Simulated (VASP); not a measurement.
Crystal: BeS5.

```xyz
6
Lattice="6.4452 0.0000 0.0000 0.0000 6.4452 0.0000 0.0000 0.0000 3.3222" Properties=species:S:1:pos:R:3 pbc="T T T"
Be    0.0000    0.0000    1.6611
S     5.4717    3.2226    0.0000
S     0.9735    3.2226    0.0000
S     3.2226    0.9735    0.0000
S     3.2226    5.4717    0.0000
S     3.2226    3.2226    1.6611
```

The cell was built from a structure type or drawn by symmetry, and may not be a known phase.

```yaml
Program: VASP 6.6.1
Task: relaxation of cell and atoms
Functional: PBE
Potentials_or_basis: VASP PAW PBE potentials, release 64 (Be, S)
Cutoff: 600 eV
k_mesh: 4 × 4 × 6
Occupations: gaussian, width 0.1 eV
Spin: no spin polarisation
```

At the start: pressure -0.5 GPa; volume 23.00 Å³/atom.

Question: Where does the relaxation end?

Answer: Over 5 steps the energy falls by 2.3 meV/atom and the volume is 22.43 Å³/atom (-2.5 %); space group P4/mmm (No. 123, to 0.1 Å) before and after.

The path:
```
step  energy change (eV)  largest force (eV/Å)  pressure (GPa)  volume (Å³)
   1              0.0000                0.0520           -0.48       138.00
   2             -0.0066                0.0926           -0.04       136.63
   3             -0.0082                0.2054            0.31       135.59
   4             -0.0114                0.1221            0.24       135.23
   5             -0.0137                0.0229            0.12       134.59
```

Final structure:
```
Be S
1.0
     6.45021    0.00000    0.00000
     0.00000    6.45021    0.00000
     0.00000    0.00000    3.23492
Be S
1 5
Direct
  0.00000 0.00000 0.50000
  0.84900 0.50000 0.00000
  0.15100 0.50000 0.00000
  0.50000 0.15100 0.00000
  0.50000 0.84900 0.00000
  0.50000 0.50000 0.50000
```
